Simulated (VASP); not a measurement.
# Na2Nb (I4/mcm) in VASP: notebook

Runs on Na2Nb. Level: PBE. Tasks: single point, relaxation of cell and atoms.

Everything below comes from runs of VASP 6.6.1. Logs are shortened: lines on timing, memory, paths and dates and some standing lists are left out, and cuts for length are marked.

## Step 1: The cell of the first run

Symmetry: I4/mcm, No. 140, tetragonal system. The conventional cell has a = 8.624 Å, b = 8.624 Å, c = 4.726 Å, α = 90.00°, β = 90.00°, γ = 90.00°. Within 4.3 Å of Na (site symmetry m2m) lie 7 Na at 3.23 to 3.89 Å and 4 Nb at 3.45 Å. Nb (site symmetry 422) has 2 Nb at 2.36 Å within 3.1 Å.

## Step 2: Single point, PBE

INCAR

```
SYSTEM = Na2Nb
PREC = Accurate ; ENCUT = 520
EDIFF = 1E-6 ; ISMEAR = 0
SIGMA = 0.1 ; LREAL = .False.
LASPH = .True. ; NELM = 80
ALGO = Fast ; ISIF = 2
LWAVE = .False. ; LCHARG = .False.
GGA = PE ; NBANDS = 36
```

KPOINTS

```
regular mesh
0
Gamma
  10 10 10
  0 0 0
```

POSCAR

```
Na2Nb
1.0
   -4.3120277307      4.3120277307      2.3629018492
    4.3120277307     -4.3120277307      2.3629018492
    4.3120277307      4.3120277307     -2.3629018492
Na Nb
4 2
Direct
    0.1595174406      0.6595174406      0.8190348812
    0.6595174406      0.8404825594      0.5000000000
    0.8404825594      0.3404825594      0.1809651188
    0.3404825594      0.1595174406      0.5000000000
    0.7500000000      0.7500000000      0.0000000000
    0.2500000000      0.2500000000      0.0000000000
```

Potentials or basis: VASP PAW PBE potentials, release 64 (Na_pv, Nb_sv).

Command:

```
$ cat potpaw_PBE.64/Na_pv/POTCAR potpaw_PBE.64/Nb_sv/POTCAR > POTCAR
$ mpirun -np 1 vasp_std > vasp.out
```

OUTCAR:

```text
SYSTEM = Na2Nb
   PREC = Accurate
   ENCUT = 520
   EDIFF = 1E-6
   ISMEAR = 0
   LREAL = .False.
   LASPH = .True.
   NELM = 80
   ISIF = 2
   GGA = PE

 ion  position               nearest neighbor table
   1  0.160  0.660  0.819-
   2  0.660  0.840  0.500-
   3  0.840  0.340  0.181-
   4  0.340  0.160  0.500-
   5  0.750  0.750  0.000-   6 2.36   6 2.36
   6  0.250  0.250  0.000-   5 2.36   5 2.36

  LATTYP: Found a body centered tetragonal cell.
 ALAT       =     8.6240554614
 C/A-ratio  =     0.5479792795

  Lattice vectors:

 A1 = (  -4.3120277307,   4.3120277307,   2.3629018492)
 A2 = (   4.3120277307,  -4.3120277307,   2.3629018492)
 A3 = (   4.3120277307,   4.3120277307,  -2.3629018492)

Analysis of symmetry for initial positions (statically):
=====================================================================
 Subroutine PRICEL returns:
 Original cell was already a primitive cell.

 Routine SETGRP: Setting up the symmetry group for a
 body centered tetragonal supercell.

 Subroutine GETGRP returns: Found 16 space group operations
 (whereof  8 operations were pure point group operations)
 out of a pool of 16 trial point group operations.

The static configuration has the point symmetry C_4h.
 The point group associated with its full space group is D_4h.

Analysis of symmetry for dynamics (positions and initial velocities):
=====================================================================
 Subroutine PRICEL returns:
 Original cell was already a primitive cell.

 Routine SETGRP: Setting up the symmetry group for a
 body centered tetragonal supercell.

 Subroutine GETGRP returns: Found 16 space group operations
 (whereof  8 operations were pure point group operations)
 out of a pool of 16 trial point group operations.

The dynamic configuration has the point symmetry C_4h.
 The point group associated with its full space group is D_4h.

 Subroutine INISYM returns: Found 16 space group operations
 (whereof  8 operations are pure point group operations),
 and found     1 'primitive' translations

----------------------------------------------------------------------------------------

                                     Primitive cell

  volume of cell :     175.7392

  direct lattice vectors                    reciprocal lattice vectors
    -4.312027731  4.312027731  2.362901849     0.000000000  0.115954727  0.211604219
     4.312027731 -4.312027731  2.362901849     0.115954727  0.000000000  0.211604219
     4.312027731  4.312027731 -2.362901849     0.115954727  0.115954727  0.000000000

  length of vectors
     6.539913719  6.539913719  6.539913719     0.241292031  0.241292031  0.163984748

  position of ions in fractional coordinates (direct lattice)
     0.159517441  0.659517441  0.819034881
     0.659517441  0.840482559  0.500000000
     0.840482559  0.340482559  0.180965119
     0.340482559  0.159517441  0.500000000
     0.750000000  0.750000000  0.000000000
     0.250000000  0.250000000  0.000000000

  ion indices of the primitive-cell ions
   primitive index   ion index
                 1           1
                 2           2
                 3           3
                 4           4
                 5           5
                 6           6

----------------------------------------------------------------------------------------

 KPOINTS: regular mesh

Automatic generation of k-mesh.
 Grid dimensions read from file:
 generate k-points for:   10   10   10

 Generating k-lattice:

  Cartesian coordinates                     Fractional coordinates (reciprocal lattice)
     0.000000000  0.011595473  0.021160422     0.100000000 -0.000000000  0.000000000
     0.011595473  0.000000000  0.021160422    -0.000000000  0.100000000  0.000000000
     0.011595473  0.011595473  0.000000000     0.000000000  0.000000000  0.100000000

  Length of vectors
     0.024129203  0.024129203  0.016398475

  Shift w.r.t. Gamma in fractional coordinates (k-lattice)
     0.000000000  0.000000000  0.000000000

 Subroutine IBZKPT returns following result:
 ===========================================

 Found    102 irreducible k-points:

 Following reciprocal coordinates:
            Coordinates               Weight
  0.000000  0.000000  0.000000      1.000000
  0.100000 -0.000000  0.000000      8.000000
  0.200000 -0.000000  0.000000      8.000000
  0.300000 -0.000000  0.000000      8.000000
  0.400000 -0.000000  0.000000      8.000000
  0.500000 -0.000000  0.000000      4.000000
[... 16 lines left out ...]
  0.300000  0.300000  0.000000      8.000000
  0.400000  0.300000  0.000000     16.000000
 [... further k-points ...]
   k-points           NKPTS =    102   k-points in BZ     NKDIM =    102   number of bands    NBANDS=     36
   number of dos      NEDOS =    301   number of ions     NIONS =      6
   total plane-waves  NPLWV = 125000
   dimension x,y,z NGX =    50 NGY =   50 NGZ =   50
   dimension x,y,z NGXF=   100 NGYF=  100 NGZF=  100
   ions per type =               4   2
   NGX,Y,Z   is equivalent  to a cutoff of  12.71, 12.71, 12.71 a.u.
   NGXF,Y,Z  is equivalent  to a cutoff of  25.42, 25.42, 25.42 a.u.
 SYSTEM =  Na2Nb
   PREC   = accura    normal or accurate (medium, high low for compatibility)
   ISTART =      0    job   : 0-new  1-cont  2-samecut
   ICHARG =      2    charge: 1-file 2-atom 10-const
   ISPIN  =      1    spin polarized calculation?
   LNONCOLLINEAR =      F non collinear calculations
   LSORBIT =      F    spin-orbit coupling
   LASPH  =      T    aspherical Exc in radial PAW
   ENCUT  =  520.0 eV  38.22 Ry    6.18 a.u.  12.16 12.16 12.16*2*pi/ulx,y,z
   NELM   =     80;   NELMIN=  2; NELMDL= -5     # of ELM steps
   EDIFF  = 0.1E-05   stopping-criterion for ELM
   LREAL  =      F    real-space projection
   EDIFFG = 0.1E-04   stopping-criterion for IOM
   NSW    =      0    number of steps for IOM
   IBRION =     -1    ionic relax: 0-MD 1-quasi-New 2-CG
   NFREE  =      0    steps in history (QN), initial steepest desc. (CG)
   ISIF   =      2    stress and relaxation
   ISYM   =      2    0-nonsym 1-usesym 2-fastsym
   POTIM  = 0.5000    time-step for ionic-motion
   TEBEG  =    0.0;   TEEND  =   0.0 temperature during run
   PSTRESS=    0.0 pullay stress
   NELECT =      54.0000    total number of electrons
   NUPDOWN=      -1.0000    fix difference up-down
   EMIN   =  10.00;   EMAX   =-10.00  energy-range for DOS
   EFERMI =   0.00;   METHOD = LEGACY
   ISMEAR =     0;   SIGMA  =   0.10  broadening in eV -4-tet -1-fermi 0-gaus
   EFERMI_NEDOS =   21; number of points for ismear=-14 and -15
   IALGO  =     68    algorithm
   IMIX   =      4    mixing-type and parameters
     AMIX     =   0.40;   BMIX     =  1.00
     AMIX_MAG =   1.60;   BMIX_MAG =  1.00
  volume/ion in A,a.u.               =      29.29       197.66
  Fermi-wavevector in a.u.,A,eV,Ry     =   1.104714  2.087607 16.604453  1.220393
  Thomas-Fermi vector in A             =   2.241191
   LORBIT       =      0    0 simple, 1 ext, 2 COOP (PROOUT), +10 PAW based schemes
   GGA     = PE    functional components
   LHFCALC =     F    Hartree Fock is set to
   AEXX    =    0.0000 exact exchange contribution
   IVDW    =     0    specifies the selected vdW correction
   LEPSILON=     F    determine dielectric tensor
   LRPA    =     F    only Hartree local field effects (RPA)
 non-spin polarized calculation
 RMM-DIIS sequential band-by-band and
 Gauss-broadening in eV      SIGMA  =   0.10
  energy-cutoff  :      520.00
  volume of cell :      175.74
 maximum number of plane-waves:      4756
 NGX is ok and might be reduce to    50
   NGX = 25   NGY = 25   NGZ = 25

 number of electron      54.0000037 magnetization

 Free energy of the ion-electron system (eV)
  ---------------------------------------------------
  ext. energy  EPLUGINS =         0.00000000
  ---------------------------------------------------
  free energy    TOTEN  =       -20.93017727 eV

  energy without entropy =      -20.90818245  energy(sigma->0) =      -20.91917986

 E-fermi :   2.3260     XC(G=0):  -7.9648

 val. band max:        2.3224223167   @ k =  -0.2000  -0.3000   0.2000
 cond. band min:       2.3293071010   @ k =   0.2000   0.2000   0.0000
 fundamental gap:      0.0068847843
 Fermi energy:         2.3260142587

 k-point     1 :       0.0000    0.0000    0.0000
  band No.  band energies     occupation
      1     -52.6766      2.00000
      2     -51.9580      2.00000
      3     -30.3873      2.00000
      4     -28.6974      2.00000
      5     -28.6974      2.00000
      6     -28.1457      2.00000
[... 28 lines left out ...]
     35       7.0494      0.00000
     36       7.1774      0.00000

 k-point     2 :       0.1000   -0.0000    0.0000
  band No.  band energies     occupation
      1     -52.6603      2.00000
      2     -51.9771      2.00000
      3     -30.3041      2.00000
      4     -28.6846      2.00000
      5     -28.6846      2.00000
      6     -28.1599      2.00000
[... 28 lines left out ...]
     35       6.5224      0.00000
     36       7.2299      0.00000

 k-point     3 :       0.2000   -0.0000    0.0000
  band No.  band energies     occupation
      1     -52.6127      2.00000
      2     -52.0318      2.00000
      3     -30.0602      2.00000
      4     -28.6471      2.00000
      5     -28.6471      2.00000
      6     -28.2009      2.00000
[... 28 lines left out ...]
     35       6.2278      0.00000
     36       6.5529      0.00000
[... 742 lines left out ...]
 k-point    23 :       0.3000    0.3000    0.0000
  band No.  band energies     occupation
      1     -52.4410      2.00000
      2     -52.2194      2.00000
      3     -29.1700      2.00000
      4     -28.5131      2.00000
      5     -28.5130      2.00000
      6     -28.3427      2.00000
[... 28 lines left out ...]
     35       5.3758      0.00000
     36       5.5603      0.00000

 k-point    24 :       0.4000    0.3000    0.0000
  band No.  band energies     occupation
      1     -52.5375      2.00000
      2     -52.1158      2.00000
      3     -29.6728      2.00000
      4     -28.5882      2.00000
      5     -28.5881      2.00000
      6     -28.2641      2.00000
[... 28 lines left out ...]
     35       5.8376      0.00000
     36       6.8991      0.00000

 [... further k-points ...]
[... 5 lines left out ...]
  --------------------------------------------------------------------------------------
  -------------------------------------------------------------------------------------
  Total       -0.0657417     -0.0657417     -0.0764602      0.0000000     -0.0000000      0.0000000
  in kB       -0.5993532     -0.5993532     -0.6970717      0.0000000     -0.0000000      0.0000000
  external PRESSURE =      -0.6319261 kB  Pullay stress =       0.0000000 kB

 VOLUME and BASIS-vectors are now :
 -----------------------------------------------------------------------------
  energy-cutoff  :      520.00
  volume of cell :      175.74
      direct lattice vectors                 reciprocal lattice vectors
    -4.312027731  4.312027731  2.362901849     0.000000000  0.115954727  0.211604219
     4.312027731 -4.312027731  2.362901849     0.115954727  0.000000000  0.211604219
     4.312027731  4.312027731 -2.362901849     0.115954727  0.115954727  0.000000000

 POSITION                                       TOTAL-FORCE (eV/Angst)
 -----------------------------------------------------------------------------------
      5.68771      1.37569      0.00000        -0.004607     -0.004607     -0.000000
      2.93634      1.37569      2.36290         0.004607     -0.004607     -0.000000
     -1.37569      2.93634      2.36290         0.004607      0.004607      0.000000
      1.37569      2.93634      0.00000        -0.004607      0.004607     -0.000000
      0.00000      0.00000      3.54435        -0.000000     -0.000000      0.000000
      0.00000      0.00000      1.18145         0.000000     -0.000000      0.000000
 -----------------------------------------------------------------------------------
    total drift:                                0.000000      0.000000     -0.000000

  FREE ENERGIE OF THE ION-ELECTRON SYSTEM (eV)
  ---------------------------------------------------
  free  energy   TOTEN  =       -20.9301772709 eV

  energy  without entropy=      -20.9081824507  energy(sigma->0) =      -20.91917986
```

Wall time 25 min (1 thread of Intel Xeon Platinum 8259CL at 2.50GHz (Skylake/Cascade Lake), shared host); peak memory 0.69 GiB.

Results:

| Item | Value |
| --- | --- |
| Free energy | -20.9302 eV |
| Pressure | -0.1 GPa |
| Largest force | 0.007 eV/Å |
| Band gap on the k mesh | zero (bands 27 and 28 overlap by 1.02 eV) |

Forces on the atoms (eV/Å):
```
Na  -0.005 -0.005  0.000
Na   0.005 -0.005  0.000
Na   0.005  0.005  0.000
Na  -0.005  0.005  0.000
Nb   0.000  0.000  0.000
Nb   0.000  0.000  0.000
```

(Continued in part 2 of 2.)
